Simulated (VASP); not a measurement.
Input of a VASP 6.6.1 run:

File INCAR:

```
ALGO = Normal ; EDIFF = 1E-8
ENCUT = 520 ; GGA = PE
ISIF = 2 ; ISMEAR = -1
LASPH = T ; LCHARG = F
LEFG = T ; LREAL = F
LWAVE = F ; NBANDS = 8
NELM = 60 ; PREC = Accurate
SIGMA = 0.05
```

Contents of KPOINTS:

```
k-points
0
Gamma
  13 13 13
```

The input POSCAR:

```
Sb
1.0
    3.2548000000      0.0000000000      0.0000000000
    0.0000000000      3.2548000000      0.0000000000
    0.0000000000      0.0000000000      3.1600000000
Sb
1
Direct
    0.0000000000      0.0000000000      0.0000000000
```

Potentials or basis: VASP PAW PBE potentials, release 64 (Sb).

Command:

```console
$ cat potpaw_PBE.64/Sb/POTCAR > POTCAR
$ mpirun -np 1 vasp_std > vasp.out
```

(1) What does it give for the pressure?

Results:

(1) -4.7 GPa.

Caveat: the cell differs from its parent crystal (equal xx and yy strain of +3 %); without QUAD_EFG the Cq values of the log hold for a quadrupole moment of 1 mb, not for the nuclei.
